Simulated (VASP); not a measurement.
# MoS2 (R-3m) in VASP: a series of runs

MoS2 is run at these levels: PBE+D3(BJ); tasks: single point, relaxation of cell and atoms.

Program: VASP 6.6.1. These are calculated values, not measurements. Logs are shortened: lines on timing, memory, paths and dates and some standing lists are left out, and cuts for length are marked.

### Step 1. The cell of the first run

It takes space group R-3m (No. 166, trigonal). The conventional cell has a = 3.134 Å, b = 3.134 Å, c = 17.865 Å, α = 90.00°, β = 90.00°, γ = 120.00°. Within 3.2 Å of Mo (site symmetry -3m) lie 6 S at 2.42 Å and 6 Mo at 3.13 Å. S (site symmetry 3m) has 3 Mo at 2.42 Å and 9 S at 3.13 to 3.29 Å within 3.3 Å.

### Step 2. Single point, PBE+D3(BJ)

The input, INCAR:

```
SYSTEM = MoS2
PREC = Accurate
ENCUT = 520
EDIFF = 1E-6
ISMEAR = 0
SIGMA = 0.1
LREAL = .FALSE.
LASPH = .TRUE.
NELM = 60
ALGO = Normal
ISIF = 2
LWAVE = .FALSE.
LCHARG = .FALSE.
GGA = PE
IVDW = 12
NBANDS = 20
```

The input, KPOINTS:

```
Automatic mesh
0
G
  15 15 15
  0 0 0
```

The input, POSCAR:

```
MoS2
1.0
    1.5671157427      0.9047746959      5.9549886302
   -1.5671157427      0.9047746959      5.9549886302
    0.0000000000     -1.8095493917      5.9549886302
Mo S
1 2
Direct
    0.0000000000      0.0000000000      0.0000000000
    0.7563704490      0.7563704490      0.7563704490
    0.2436295510      0.2436295510      0.2436295510
```

Potentials or basis: VASP PAW PBE potentials, release 64 (Mo_sv, S).

On the command line:

```
$ cat potpaw_PBE.64/Mo_sv/POTCAR potpaw_PBE.64/S/POTCAR > POTCAR
$ mpirun -np 1 vasp_std > vasp.out
```

OUTCAR:

```text
SYSTEM = MoS2
   PREC = Accurate
   ENCUT = 520
   EDIFF = 1E-6
   ISMEAR = 0
   LREAL = .FALSE.
   LASPH = .TRUE.
   NELM = 60
   ISIF = 2
   GGA = PE
   IVDW = 12
 IVDW          = 12

 ion  position               nearest neighbor table
   1  0.000  0.000  0.000-   2 2.42   3 2.42   2 2.42   2 2.42   3 2.42   3 2.42
   2  0.756  0.756  0.756-   1 2.42   1 2.42   1 2.42
   3  0.244  0.244  0.244-   1 2.42   1 2.42   1 2.42

  LATTYP: Found a trigonal (rhomboedric) cell.
 ALAT       =     6.2238539979
 COS(alpha) =     0.8732017236

  Lattice vectors:

 A1 = (   1.5671157427,   0.9047746959,   5.9549886302)
 A2 = (  -1.5671157427,   0.9047746959,   5.9549886302)
 A3 = (   0.0000000000,  -1.8095493917,   5.9549886302)

Analysis of symmetry for initial positions (statically):
=====================================================================
 Subroutine PRICEL returns:
 Original cell was already a primitive cell.

 Routine SETGRP: Setting up the symmetry group for a
 trigonal (rhombohedral) supercell.

 Subroutine GETGRP returns: Found 12 space group operations
 (whereof 12 operations were pure point group operations)
 out of a pool of 12 trial point group operations.

The static configuration has the point symmetry D_3d.

Analysis of symmetry for dynamics (positions and initial velocities):
=====================================================================
 Subroutine PRICEL returns:
 Original cell was already a primitive cell.

 Routine SETGRP: Setting up the symmetry group for a
 trigonal (rhombohedral) supercell.

 Subroutine GETGRP returns: Found 12 space group operations
 (whereof 12 operations were pure point group operations)
 out of a pool of 12 trial point group operations.

The dynamic configuration has the point symmetry D_3d.

 Subroutine INISYM returns: Found 12 space group operations
 (whereof 12 operations are pure point group operations),
 and found     1 'primitive' translations

----------------------------------------------------------------------------------------

                                     Primitive cell

  volume of cell :      50.6610

  direct lattice vectors                    reciprocal lattice vectors
     1.567115743  0.904774696  5.954988630     0.319057480  0.184207922  0.055975478
    -1.567115743  0.904774696  5.954988630    -0.319057480  0.184207922  0.055975478
     0.000000000 -1.809549392  5.954988630     0.000000000 -0.368415844  0.055975478
[... 84 lines left out ...]
   ENCUT  =  520.0 eV  38.22 Ry    6.18 a.u.  11.57 11.57 11.57*2*pi/ulx,y,z
   NELM   =     60;   NELMIN=  2; NELMDL= -5     # of ELM steps
   EDIFF  = 0.1E-05   stopping-criterion for ELM
   LREAL  =      F    real-space projection
   EDIFFG = 0.1E-04   stopping-criterion for IOM
   NSW    =      0    number of steps for IOM
   IBRION =     -1    ionic relax: 0-MD 1-quasi-New 2-CG
   NFREE  =      0    steps in history (QN), initial steepest desc. (CG)
   ISIF   =      2    stress and relaxation
   ISYM   =      2    0-nonsym 1-usesym 2-fastsym
   POTIM  = 0.5000    time-step for ionic-motion
   TEBEG  =    0.0;   TEEND  =   0.0 temperature during run
   PSTRESS=    0.0 pullay stress
   NELECT =      26.0000    total number of electrons
   NUPDOWN=      -1.0000    fix difference up-down
   EMIN   =  10.00;   EMAX   =-10.00  energy-range for DOS
   EFERMI =   0.00;   METHOD = LEGACY
   ISMEAR =     0;   SIGMA  =   0.10  broadening in eV -4-tet -1-fermi 0-gaus
   EFERMI_NEDOS =   21; number of points for ismear=-14 and -15
   IALGO  =     38    algorithm
   IMIX   =      4    mixing-type and parameters
     AMIX     =   0.40;   BMIX     =  1.00
     AMIX_MAG =   1.60;   BMIX_MAG =  1.00
  volume/ion in A,a.u.               =      16.89       113.96
  Fermi-wavevector in a.u.,A,eV,Ry     =   1.310714  2.476891 23.374429  1.717972
  Thomas-Fermi vector in A             =   2.441226
   LORBIT       =      0    0 simple, 1 ext, 2 COOP (PROOUT), +10 PAW based schemes
   GGA     = PE    functional components
   LHFCALC =     F    Hartree Fock is set to
   AEXX    =    0.0000 exact exchange contribution
   IVDW    =    12    specifies the selected vdW correction
   LEPSILON=     F    determine dielectric tensor
   LRPA    =     F    only Hartree local field effects (RPA)
 non-spin polarized calculation
 Gauss-broadening in eV      SIGMA  =   0.10
  energy-cutoff  :      520.00
  volume of cell :       50.66
 maximum number of plane-waves:      1385
   NGX = 23   NGY = 23   NGZ = 23

 number of electron      26.0000001 magnetization

 Free energy of the ion-electron system (eV)
  ---------------------------------------------------
  ext. energy  EPLUGINS =         0.00000000
  ---------------------------------------------------
  free energy    TOTEN  =       -20.94945019 eV

  energy without entropy =      -20.94489788  energy(sigma->0) =      -20.94717404

 E-fermi :   8.4092     XC(G=0): -11.2202

 val. band max:        8.3791773479   @ k =  -0.4667   0.2667   0.0000
 cond. band min:       8.4105569111   @ k =   0.4000   0.2667   0.0667
 fundamental gap:      0.0313795632
 Fermi energy:         8.4092194701

 k-point     1 :       0.0000    0.0000    0.0000
  band No.  band energies     occupation
      1     -53.3000      2.00000
      2     -27.3959      2.00000
      3     -27.2402      2.00000
      4     -27.2402      2.00000
      5      -6.8416      2.00000
      6      -5.1070      2.00000
[... 541 lines left out ...]
     19      16.4839      0.00000
     20      17.5812      0.00000

 [... further k-points ...]

------------------------ aborting loop because EDIFF is reached ----------------------------------------

 Edisp (eV)   -1.34934

 E8    (eV) :    -0.5446

  FORCE on cell =-STRESS in cart. coord.  units (eV):
  Direction    XX          YY          ZZ          XY          YZ          ZX
  --------------------------------------------------------------------------------------
  -------------------------------------------------------------------------------------
  Total      -0.03752    -0.03752    -0.03216     0.00000    -0.00000     0.00000
  in kB      -1.18647    -1.18647    -1.01710     0.00000    -0.00000     0.00000
  external pressure =       -1.13 kB  Pullay stress =        0.00 kB

 VOLUME and BASIS-vectors are now :
 -----------------------------------------------------------------------------
  energy-cutoff  :      520.00
  volume of cell :       50.66
      direct lattice vectors                 reciprocal lattice vectors
     1.567115743  0.904774696  5.954988630     0.319057480  0.184207922  0.055975478
    -1.567115743  0.904774696  5.954988630    -0.319057480  0.184207922  0.055975478
     0.000000000 -1.809549392  5.954988630     0.000000000 -0.368415844  0.055975478

 POSITION                                       TOTAL-FORCE (eV/Angst)
 -----------------------------------------------------------------------------------
      0.00000      0.00000      0.00000        -0.000000     -0.000000      0.000000
      0.00000      0.00000     13.51253         0.000000     -0.000000     -0.008644
      0.00000      0.00000      4.35243         0.000000      0.000000      0.008644
 -----------------------------------------------------------------------------------
    total drift:                                0.000000      0.000000      0.000000

  FREE ENERGIE OF THE ION-ELECTRON SYSTEM (eV)
  ---------------------------------------------------
  free  energy   TOTEN  =       -22.2987933787 eV

  energy  without entropy=      -22.2942410671  energy(sigma->0) =      -22.29651722
```

OSZICAR:

```text
N       E                     dE             d eps       ncg     rms          rms(c)
DAV:   1     0.180791222011E+03    0.18079E+03   -0.13568E+04 13768   0.124E+03
DAV:   2    -0.151793591920E+02   -0.19597E+03   -0.19093E+03 16728   0.317E+02
DAV:   3    -0.223754286065E+02   -0.71961E+01   -0.71065E+01 17124   0.564E+01
DAV:   4    -0.224553967988E+02   -0.79968E-01   -0.79898E-01 16660   0.626E+00
DAV:   5    -0.224565261123E+02   -0.11293E-02   -0.11292E-02 17364   0.726E-01    0.237E+01
DAV:   6    -0.215676823489E+02    0.88884E+00   -0.15551E+01 14660   0.209E+01    0.979E+00
DAV:   7    -0.211093356504E+02    0.45835E+00   -0.71477E+00 14296   0.135E+01    0.630E+00
DAV:   8    -0.209491952244E+02    0.16014E+00   -0.92175E-01 15084   0.513E+00    0.196E+00
DAV:   9    -0.209508676500E+02   -0.16724E-02   -0.27491E-02 16204   0.106E+00    0.634E-01
DAV:  10    -0.209495366055E+02    0.13310E-02   -0.12558E-02 15300   0.691E-01    0.165E-01
DAV:  11    -0.209494806598E+02    0.55946E-04   -0.59492E-04 15800   0.159E-01    0.517E-02
DAV:  12    -0.209494396494E+02    0.41010E-04   -0.16266E-04 15536   0.784E-02    0.453E-02
DAV:  13    -0.209494502851E+02   -0.10636E-04   -0.19940E-05 15216   0.272E-02    0.121E-02
DAV:  14    -0.209494501935E+02    0.91559E-07   -0.15747E-06 11260   0.733E-03
   1 F= -.22298793E+02 E0= -.22296517E+02  d E =-.455231E-02
```

stdout:

```text
POSCAR found type information on POSCAR MoS
 POSCAR found :  2 types and       3 ions
 scaLAPACK will be used
 LDA part: xc-table for (Slater+PW92), standard interpolation
 POSCAR, INCAR and KPOINTS ok, starting setup
 FFT: planning ... GRIDC
 FFT: planning ... GRID_SOFT
 FFT: planning ... GRID
 WAVECAR not read
 entering main loop
```

Run time: 5.7 min. Hardware: 1 thread of Intel Xeon 6975P-C (Granite Rapids), shared host; peak memory 0.55 GiB.

Results:

```yaml
Free_energy: -22.2988 eV
Pressure: -0.1 GPa
Largest_force: 0.009 eV/Å
Band_gap_on_the_k_mesh: zero (bands 13 and 14 overlap by 0.39 eV)
Dispersion_energy_per_atom: -0.450 eV
```

Forces in eV/Å, atoms in the order of the input:
```
Mo   0.000  0.000  0.000
S    0.000  0.000 -0.009
S    0.000  0.000  0.009
```

### Step 3. Relaxation of cell and atoms, PBE+D3(BJ)

This run uses another cell than the first one, of 17.75 Å³/atom.

The input, INCAR:

```
PREC = Accurate
ENCUT = 600
EDIFF = 1E-7
ISMEAR = 0
SIGMA = 0.1
LREAL = F
LASPH = T
NELM = 80
ALGO = Normal
ISIF = 3
LWAVE = F
LCHARG = F
GGA = PE
IVDW = 12
IBRION = 2
NSW = 100
EDIFFG = -0.05
```

The input, KPOINTS:

```
regular mesh
0
Gamma
  9 9 9
```

The input, POSCAR:

```
MoS2
1.0
    1.5855007458      0.9153892824      6.1150000000
   -1.5855007458      0.9153892824      6.1150000000
    0.0000000000     -1.8307785648      6.1150000000
Mo S
1 2
Direct
    0.0000000000      0.0000000000      0.0000000000
    0.7500000000      0.7500000000      0.7500000000
    0.2500000000      0.2500000000      0.2500000000
```

Potentials or basis: VASP PAW PBE potentials, release 64 (Mo_sv, S).

On the command line:

```
$ cat potpaw_PBE.64/Mo_sv/POTCAR potpaw_PBE.64/S/POTCAR > POTCAR
$ mpirun -np 1 vasp_std > vasp.out
```

It took 19 min on 1 thread of Intel Xeon 6975P-C (Granite Rapids), shared host; peak memory 0.5 GiB.

The run converged. Its results:

```
Free energy                           : -22.2989 eV
Relaxed volume                        : 16.95 Å³/atom
Relaxed cell                          : a = 6.255 Å, b = 6.255 Å, c = 6.255 Å, α = 28.99°, β = 28.99°, γ = 28.99°
Space group after relaxing (to 0.1 Å) : R-3m (No. 166)
Energy gained by relaxing             : 24.4 meV/atom
Ionic steps                           : 10
Pressure after relaxing               : 0.2 GPa
Largest force after relaxing          : 0.020 eV/Å
Band gap on the k mesh                : zero (bands 13 and 14 overlap by 0.35 eV)
Dispersion energy per atom            : -0.448 eV
```

Forces on the atoms (eV/Å):
```
Mo   0.000  0.000  0.000
S    0.000  0.000  0.020
S    0.000  0.000 -0.020
```

Stress tensor (GPa, compression positive):
```
0.23 0.00 0.00
0.00 0.23 0.00
0.00 0.00 0.00
```

Step by step:
| step | energy change (eV) | largest force (eV/Å) | pressure (GPa) | volume (Å³) |
| --- | --- | --- | --- | --- |
| 1 | 0.0000 | 0.9842 | 3.82 | 53.25 |
| 2 | 0.0540 | 0.8600 | -8.82 | 56.57 |
| 3 | -0.0363 | 0.2071 | -1.60 | 54.50 |
| 4 | -0.0363 | 0.2252 | -1.48 | 54.47 |
| 5 | -0.0505 | 0.1734 | -0.88 | 53.64 |
| 6 | -0.0569 | 0.1106 | -0.09 | 52.62 |
| 7 | -0.0609 | 0.0946 | -0.12 | 52.35 |
| 8 | -0.0701 | 0.0458 | -0.08 | 51.53 |
| 9 | -0.0685 | 0.0722 | 0.43 | 49.87 |
| 10 | -0.0732 | 0.0199 | 0.15 | 50.86 |

Final structure:
```
Mo S
1.0
     1.56578    0.90400    5.98830
    -1.56578    0.90400    5.98830
     0.00000   -1.80801    5.98830
Mo S
1 2
Cartesian
  0.0000 0.0000 0.0000
  0.0000 0.0000 13.5783
  0.0000 0.0000 4.3866
```

Levels at points of the mesh, in eV from the Fermi level:
| k point | band 10 | band 11 | band 12 | band 13 | band 14 | band 15 | band 16 | band 17 |
| --- | --- | --- | --- | --- | --- | --- | --- | --- |
| (0.00, 0.00, 0.00) | -1.52 | -1.44 | -0.75 | -0.75 | 0.11 | 0.11 | 3.24 | 3.24 |

The gap in the log of VASP goes by the Fermi energy; the results here count the filled bands.